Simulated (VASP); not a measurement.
# Ta (C2/m) in VASP: a series of runs

Ta is run at these levels: PBEsol; tasks: single point.

Program: VASP 6.6.1. These are calculated values, not measurements. Logs are shortened: lines on timing, memory, paths and dates and some standing lists are left out, and cuts for length are marked.

### 1 The cell of the first run

The typed cell holds 1 atom: a = 2.868 Å, b = 2.868 Å, c = 3.494 Å, α = 90.00°, β = 52.06°, γ = 120.00°.

### 2 Single point, PBEsol

File INCAR:

```
ALGO = Normal
EDIFF = 1E-6
ENCUT = 520
GGA = PS
ISIF = 2
ISMEAR = 0
LASPH = T
LCHARG = F
LREAL = F
LWAVE = F
NBANDS = 12
NELM = 100
PREC = Accurate
SIGMA = 0.1
```

File KPOINTS:

```
k-points
0
Gamma
  12 12 14
```

File POSCAR:

```
Ta
1.0
    2.8387582860     -0.0168328316      0.4075493807
   -1.4339568027      2.4836860382      0.0000000000
    1.7692807394      1.0214947112      2.8345744579
Ta
1
Direct
    0.0000000000      0.0000000000      0.0000000000
```

Potentials or basis: VASP PAW PBE potentials, release 64 (Ta_pv).

The run is started by

```console
$ cat potpaw_PBE.64/Ta_pv/POTCAR > POTCAR
$ mpirun -np 1 vasp_std > vasp.out
```

OUTCAR:

```text
EDIFF = 1E-6
   ENCUT = 520
   GGA = PS
   ISIF = 2
   ISMEAR = 0
   LASPH = T
   LREAL = F
   NELM = 100
   PREC = Accurate

 ion  position               nearest neighbor table
   1  0.000  0.000  0.000-

  LATTYP: Found a base centered monoclinic cell.
 ALAT       =     4.9218390554
 B/A-ratio  =     0.5826914641
 C/A-ratio  =     0.7099141733
 COS(beta)  =    -0.7033683021

  Lattice vectors:

 A1 = (   1.0694775466,  -1.0383275428,  -2.4270250772)
 A2 = (  -0.3644792561,   1.4453584954,  -2.4270250772)
 A3 = (   1.7692807394,   1.0214947112,   2.8345744579)

Analysis of symmetry for initial positions (statically):
=====================================================================
 Subroutine PRICEL returns:
 Original cell was already a primitive cell.

 Routine SETGRP: Setting up the symmetry group for a
 base centered monoclinic supercell.

 Subroutine GETGRP returns: Found  4 space group operations
 (whereof  4 operations were pure point group operations)
 out of a pool of  4 trial point group operations.

The static configuration has the point symmetry C_2h.

Analysis of symmetry for dynamics (positions and initial velocities):
=====================================================================
 Subroutine PRICEL returns:
 Original cell was already a primitive cell.

 Routine SETGRP: Setting up the symmetry group for a
 base centered monoclinic supercell.

 Subroutine GETGRP returns: Found  4 space group operations
 (whereof  4 operations were pure point group operations)
 out of a pool of  4 trial point group operations.

The dynamic configuration has the point symmetry C_2h.

 Subroutine INISYM returns: Found  4 space group operations
 (whereof  4 operations are pure point group operations),
 and found     1 'primitive' translations

----------------------------------------------------------------------------------------

                                     Primitive cell

  volume of cell :      17.5291

  direct lattice vectors                    reciprocal lattice vectors
     2.838758286 -0.016832832  0.407549381     0.401628732  0.231880457 -0.334250751
    -1.433956803  2.483686038  0.000000000     0.026471597  0.417910763 -0.167125375
     1.769280739  1.021494711  2.834574458    -0.057745367 -0.033339303  0.400844537

  length of vectors
     2.867913605  2.867913605  3.494083304     0.571662268  0.450866989  0.406352531

  position of ions in fractional coordinates (direct lattice)
     0.000000000  0.000000000  0.000000000

[... 83 lines left out ...]
   POTIM  = 0.5000    time-step for ionic-motion
   TEBEG  =    0.0;   TEEND  =   0.0 temperature during run
   PSTRESS=    0.0 pullay stress
   NELECT =      11.0000    total number of electrons
   NUPDOWN=      -1.0000    fix difference up-down
   EMIN   =  10.00;   EMAX   =-10.00  energy-range for DOS
   EFERMI =   0.00;   METHOD = LEGACY
   ISMEAR =     0;   SIGMA  =   0.10  broadening in eV -4-tet -1-fermi 0-gaus
   EFERMI_NEDOS =   21; number of points for ismear=-14 and -15
   IALGO  =     38    algorithm
   IMIX   =      4    mixing-type and parameters
     AMIX     =   0.40;   BMIX     =  1.00
     AMIX_MAG =   1.60;   BMIX_MAG =  1.00
  volume/ion in A,a.u.               =      17.53       118.29
  Fermi-wavevector in a.u.,A,eV,Ry     =   1.401584  2.648610 26.727797  1.964438
  Thomas-Fermi vector in A             =   2.524431
   LORBIT       =      0    0 simple, 1 ext, 2 COOP (PROOUT), +10 PAW based schemes
   GGA     = PS    functional components
   LHFCALC =     F    Hartree Fock is set to
   AEXX    =    0.0000 exact exchange contribution
   IVDW    =     0    specifies the selected vdW correction
   LEPSILON=     F    determine dielectric tensor
   LRPA    =     F    only Hartree local field effects (RPA)
 non-spin polarized calculation
 Gauss-broadening in eV      SIGMA  =   0.10
  energy-cutoff  :      520.00
  volume of cell :       17.53
 maximum number of plane-waves:       497
 NGX is ok and might be reduce to    24
   NGX = 11   NGY = 11   NGZ = 13

 number of electron      11.0000001 magnetization

 Free energy of the ion-electron system (eV)
  ---------------------------------------------------
  ext. energy  EPLUGINS =         0.00000000
  ---------------------------------------------------
  free energy    TOTEN  =       -12.42641100 eV

  energy without entropy =      -12.42183950  energy(sigma->0) =      -12.42412525

 E-fermi :   5.7844     XC(G=0): -12.8583

 val. band max:        5.7795191663   @ k =   0.5000   0.4167   0.1429
 cond. band min:       5.7844317426   @ k =   0.1667   0.0833   0.0714
 fundamental gap:      0.0049125763
 Fermi energy:         5.7843587296

 k-point     1 :       0.0000    0.0000    0.0000
  band No.  band energies     occupation
      1     -27.4427      2.00000
      2     -27.3999      2.00000
      3     -27.2619      2.00000
      4      -2.4768      2.00000
      5       4.7260      2.00000
      6       7.3681      0.00000
      7       7.5642      0.00000
      8       7.7033      0.00000
      9      11.1192      0.00000
     10      19.7374      0.00000
     11      19.8971      0.00000
     12      20.2881      0.00000
[... 331 lines left out ...]
 k-point    24 :       0.2500    0.2500    0.0000
  band No.  band energies     occupation
      1     -28.4064      2.00000
      2     -28.1193      2.00000
      3     -27.8554      2.00000
      4       2.5642      2.00000
      5       4.1137      2.00000
      6       6.0273      0.00059
      7       7.0888      0.00000
      8      13.0466      0.00000
      9      14.7749      0.00000
     10      17.0169      0.00000
     11      19.1381      0.00000
     12      20.3008      0.00000

 [... further k-points ...]

------------------------ aborting loop because EDIFF is reached ----------------------------------------

  FORCE on cell =-STRESS in cart. coord.  units (eV):
  Direction    XX          YY          ZZ          XY          YZ          ZX
  --------------------------------------------------------------------------------------
  -------------------------------------------------------------------------------------
  Total        0.3254763      1.5019436      0.0140757     -1.0188506     -0.0224187     -0.0388297
  in kB       29.7488510    137.2790991      1.2865296    -93.1239265     -2.0490930     -3.5490744
  external PRESSURE =      56.1048266 kB  Pullay stress =       0.0000000 kB

 VOLUME and BASIS-vectors are now :
 -----------------------------------------------------------------------------
  energy-cutoff  :      520.00
  volume of cell :       17.53
      direct lattice vectors                 reciprocal lattice vectors
     2.838758286 -0.016832832  0.407549381     0.401628732  0.231880457 -0.334250751
    -1.433956803  2.483686038  0.000000000     0.026471597  0.417910763 -0.167125375
     1.769280739  1.021494711  2.834574458    -0.057745367 -0.033339303  0.400844537

 POSITION                                       TOTAL-FORCE (eV/Angst)
 -----------------------------------------------------------------------------------
      0.00000      0.00000      0.00000         0.000000      0.000000      0.000000
 -----------------------------------------------------------------------------------
    total drift:                               -0.000000     -0.000000     -0.000000

  FREE ENERGIE OF THE ION-ELECTRON SYSTEM (eV)
  ---------------------------------------------------
  free  energy   TOTEN  =       -12.4264109976 eV

  energy  without entropy=      -12.4218395026  energy(sigma->0) =      -12.42412525
```

stdout:

```text
POSCAR found type information on POSCAR Ta
 POSCAR found :  1 types and       1 ions
 scaLAPACK will be used
 -----------------------------------------------------------------------------
|                                                                             |
|                                                                             |
|     You enforced a specific xc type in the INCAR file but a different       |
|     I HOPE YOU KNOW WHAT YOU ARE DOING!                                     |
|                                                                             |
 -----------------------------------------------------------------------------

 LDA part: xc-table for (Slater+PW92), standard interpolation
 POSCAR, INCAR and KPOINTS ok, starting setup
 FFT: planning ... GRIDC
 FFT: planning ... GRID_SOFT
 FFT: planning ... GRID
 WAVECAR not read
 entering main loop
```

Wall time 49 s (1 thread of Intel Xeon Platinum 8488C (Sapphire Rapids), shared host); peak memory 0.24 GiB.

What came out:

| Property | Result |
| --- | --- |
| Free energy | -12.4264 eV |
| Pressure | 5.6 GPa |

Caveat: the PAW data sets were made with another functional, which shifts forces and pressure a little; spin-orbit coupling is left out, which moves the levels of the heavy elements.

### 3 Single point, PBEsol

File INCAR:

```
SYSTEM = Ta
PREC     = Accurate       ! precision mode
ENCUT    = 520            ! plane-wave cutoff, eV
EDIFF    = 1E-6           ! SCF threshold, eV
ISMEAR   = 0              ! smearing method
SIGMA    = 0.1            ! smearing width, eV
LREAL    = .FALSE.        ! projectors in reciprocal space
LASPH    = .TRUE.         ! aspherical terms in the spheres
NELM     = 100            ! most SCF steps
ALGO     = Normal         ! electronic algorithm
ISIF     = 2              ! what is computed and relaxed
LWAVE    = .FALSE.        ! write WAVECAR
LCHARG   = .FALSE.        ! write CHGCAR
GGA      = PS             ! functional
NBANDS   = 12             ! bands
ISYM     = 0
```

File KPOINTS:

```
regular mesh
0
G
  12 12 14
  0 0 0
```

POSCAR is that of step 2.

Potentials or basis: VASP PAW PBE potentials, release 64 (Ta_pv).

The run is started by

```console
$ cat potpaw_PBE.64/Ta_pv/POTCAR > POTCAR
$ mpirun -np 1 vasp_std > vasp.out
```

Run time: 87 s. Hardware: 1 thread of Intel Xeon Platinum 8488C (Sapphire Rapids), shared host; peak memory 0.32 GiB.

The run converged. Its results:

```yaml
Free_energy: -12.4264 eV
Pressure: 5.6 GPa
```

Stress tensor (GPa, compression positive):
```
 2.98 -9.31 -0.35
-9.31 13.73 -0.20
-0.35 -0.20  0.13
```

Levels at points of the mesh, in eV from the Fermi level:
| k point | band 3 | band 4 | band 5 | band 6 | band 7 | band 8 |
| --- | --- | --- | --- | --- | --- | --- |
| (0.00, 0.00, 0.00) | -33.05 | -8.26 | -1.06 | 1.58 | 1.78 | 1.92 |
| (0.50, 0.00, 0.00) | -33.60 | -4.45 | -4.01 | 6.66 | 6.84 | 6.98 |
| (0.00, 0.50, 0.00) | -33.33 | -4.68 | -2.57 | 2.21 | 3.44 | 6.94 |
| (0.50, 0.50, 0.00) | -33.33 | -4.68 | -2.57 | 2.21 | 3.44 | 6.94 |
| (0.00, 0.00, 0.50) | -33.14 | -4.85 | 0.36 | 0.65 | 1.33 | 3.56 |
| (0.50, 0.00, 0.50) | -33.11 | -4.88 | 0.31 | 0.52 | 1.42 | 3.75 |
| (0.00, 0.50, 0.50) | -33.33 | -4.68 | -2.59 | 2.22 | 3.47 | 6.95 |
| (0.50, 0.50, 0.50) | -33.33 | -4.68 | -2.59 | 2.22 | 3.47 | 6.95 |

Caveat: the PAW data sets were made with another functional, which shifts forces and pressure a little; spin-orbit coupling is left out, which moves the levels of the heavy elements.
